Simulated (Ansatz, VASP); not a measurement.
# Two plane-wave programs on Ge2Sb2Te5

```
CELL_PARAMETERS angstrom
4.23211 0.00000 0.00000
-2.11605 3.66511 0.00000
0.00000 0.00000 17.45151
ATOMIC_POSITIONS crystal
Ge 0.00000 0.00000 0.34088
Ge 0.00000 0.00000 0.65912
Sb 0.33333 0.66667 0.11353
Sb 0.66667 0.33333 0.88647
Te 0.00000 0.00000 0.00000
Te 0.33333 0.66667 0.78759
Te 0.66667 0.33333 0.21241
Te 0.33333 0.66667 0.42290
Te 0.66667 0.33333 0.57710
```

Alike in both runs: task single point; functional PBE; dispersion D3(BJ); k mesh 10 × 10 × 2; occupations gaussian, width 0.05 eV; no spin polarisation.

|  | VASP | Ansatz |
| --- | --- | --- |
| version | VASP 6.6.1 | Ansatz 0.2.0 |
| potentials or method | VASP PAW PBE potentials, release 64 (Ge_d, Sb, Te) | scalar-relativistic, plane waves, PAW |
| plane-wave cutoff (eV) | 520 | 420 |
| valence electrons in the cell | 68 | 138 |

Ansatz gave:

| Property | Result |
| --- | --- |
| rms of the force components (eV/Å) | 0.000 |

Task: What did VASP give for the same quantities?

Result: rms of the force components (eV/Å): 0.010.

Atom by atom the forces differ by 0.010 eV/Å (rms over components). VASP's potentials hold 68 valence electrons a cell and Ansatz's 138, so a difference there can come from the potentials and not from the codes. Ansatz's warnings: dispersion switch in reach, structure snapped to symmetry.

Neither program's run includes spin-orbit coupling.
